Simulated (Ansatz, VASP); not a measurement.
## Si5PdW2 in VASP and in Ansatz

```
Si Pd W
1.0
     3.24583    0.00000    0.00000
     0.00000    3.24583    0.00000
     0.00000    0.00000   10.69190
Si Pd W
5 1 2
Cartesian
  1.6229 1.6229 9.3830
  0.0000 0.0000 8.0137
  1.6229 1.6229 1.3089
  0.0000 0.0000 2.6782
  0.0000 0.0000 5.3459
  3.2458 0.0000 0.0000
  1.6229 1.6229 6.8621
  1.6229 1.6229 3.8298
```

Alike in both runs: task single point; functional PBE; k mesh 6 × 6 × 2; occupations gaussian, width 0.2 eV; no spin polarisation.

```csv
,VASP,Ansatz
version,VASP 6.6.1,Ansatz 0.2.0
potentials or method,"VASP PAW PBE potentials, release 64 (Si, Pd, W_sv), cutoff 520 eV","scalar-relativistic, plane waves, PAW"
valence electrons in the cell,58,66
```

```csv
,VASP,Ansatz,Ansatz less VASP
gap on the k mesh at the Fermi level (eV),none,none,-
pressure (GPa),0.2,0.2,-0.05
"traceless stress, the component that is largest in VASP (GPa)",-0.36,-0.33,+0.022
rms of the force components (eV/Å),0.046,0.043,-0.0027
```

Atom by atom the forces differ by 0.004 eV/Å (rms over components). A gap of «none» marks a metal or a gap that the smearing closes. With one functional, cell and mesh, what is left measures potentials, basis and numerics. VASP's potentials hold 58 valence electrons a cell and Ansatz's 66, so a difference there can come from the potentials and not from the codes.

Neither program's run includes spin-orbit coupling.
